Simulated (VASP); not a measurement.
Write the native input for VASP 6.6.1 that does the following.

* Task: single point
* Functional: PBE
* Potentials or basis: VASP PAW PBE potentials, release 64 (Al, Co)
* Cutoff: 520 eV
* k mesh: 18 × 18 × 18
* Occupations: gaussian, width 0.1 eV
* Spin: no spin polarisation
* Dipole correction: no
* Further INCAR settings: ALGO = Fast; EDIFF = 1e-07; NBANDS = 13

The structure of AlCo lies in POSCAR:

```
AlCo
1.0
    2.9089404576      0.0000000000      0.0000000000
    0.0000000000      2.8376428974      0.0000000000
    0.0000000000      0.0000000000      2.8376428974
Al Co
1 1
Direct
    0.0000000000      0.0000000000      0.0000000000
    0.5000000000      0.5000000000      0.5000000000
```

This cell differs from its parent crystal: uniaxial strain along a: +2.0 %.

The input as run:

INCAR

```
ALGO = Fast
EDIFF = 1E-7
ENCUT = 520
GGA = PE
ISIF = 2
ISMEAR = 0
LASPH = True
LCHARG = True
LELF = True
LREAL = False
LVHAR = True
LWAVE = False
NBANDS = 13
NELM = 60
PREC = Accurate
SIGMA = 0.1
```

KPOINTS

```
k-points
0
Gamma
  18 18 18
```

Potentials or basis: VASP PAW PBE potentials, release 64 (Al, Co).

Run with:

```sh
$ cat potpaw_PBE.64/Al/POTCAR potpaw_PBE.64/Co/POTCAR > POTCAR
$ mpirun -np 1 vasp_std > vasp.out
```

Results of the run:

```yaml
Pressure: -1.8 GPa
Band_gap_on_the_k_mesh: zero (band 6 reaches 12.75 eV, above the bottom of band 7 at 10.15 eV)
```

Caveat: the cell differs from its parent crystal (uniaxial strain along a: +2.0 %).

Wall time 3.1 min on 1 thread of AMD EPYC 9R45 (Zen 5), on a shared host, peak memory 0.25 GiB.
